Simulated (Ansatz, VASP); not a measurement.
# Li3MgCl3 in VASP and in Ansatz

```xyz
7
Lattice="3.5330 -3.5393 0.0000 3.5330 3.5393 0.0000 0.0000 0.0000 5.8299" Properties=species:S:1:pos:R:3 pbc="T T T"
Li    3.5330    0.0000    3.2045
Li    1.7665   -1.7697    0.9681
Li    1.7665    1.7697    0.9681
Mg    0.0000    0.0000   -1.0391
Cl    3.5330    0.0000    6.5698
Cl    1.7665    1.7697    3.4092
Cl    1.7665   -1.7697    3.4092
```

Alike in both runs: functional PBE; k mesh 4 × 4 × 4; occupations gaussian, width 0.1 eV; no spin polarisation.

Ansatz relaxed the structure, and its values are those at the end. VASP's run is a single point on that final structure, the one shown.

```csv
,VASP,Ansatz
version,VASP 6.6.1,Ansatz 0.2.0
potentials or method,"VASP PAW PBE potentials, release 64 (Li_sv, Mg, Cl), cutoff 520 eV","scalar-relativistic, plane waves, PAW"
valence electrons in the cell,32,40
```

```tsv
	VASP	Ansatz	Ansatz less VASP
gap on the k mesh at the Fermi level (eV)	1.33	1.35	+0.015
least direct gap on the mesh (eV)	1.74	1.73	-0.006
rms of the force components (eV/Å)	0.005	0.004	-0.0003
```

VASP's potentials hold 32 valence electrons a cell and Ansatz's 40, so a difference there can come from the potentials and not from the codes.

Noted on VASP's run: the cutoff is short for stress, so the pressure is rough.
